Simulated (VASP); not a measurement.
A run of VASP 6.6.1 is set up as follows.

Contents of INCAR:

```
PREC = Accurate ; ENCUT = 520
EDIFF = 1E-7 ; ISMEAR = 0
SIGMA = 0.1 ; LREAL = False
LASPH = True ; NELM = 60
ALGO = Normal ; ISIF = 2
LWAVE = False ; LCHARG = False
GGA = PS ; NBANDS = 12
```

The input KPOINTS:

```
Automatic mesh
0
Gamma
  8 8 8
```

POSCAR

```
Tl
1.0
    0.0000000000      2.2619739872      2.2619739872
    2.2619739872      0.0000000000      2.2619739872
    2.2619739872      2.2619739872      0.0000000000
Tl
1
Direct
    0.0000000000      0.0000000000      0.0000000000
```

Potentials or basis: VASP PAW PBE potentials, release 64 (Tl_d).

The run is started by

```bash
$ cat potpaw_PBE.64/Tl_d/POTCAR > POTCAR
$ mpirun -np 1 vasp_std > vasp.out
```

Problem. Estimate the pressure.

Solution. 13.5 GPa.

Caveat: the cell differs from its parent crystal (Al replaced by Tl, lengths x 1.119, strained); the PAW data sets were made with another functional, which shifts forces and pressure a little.
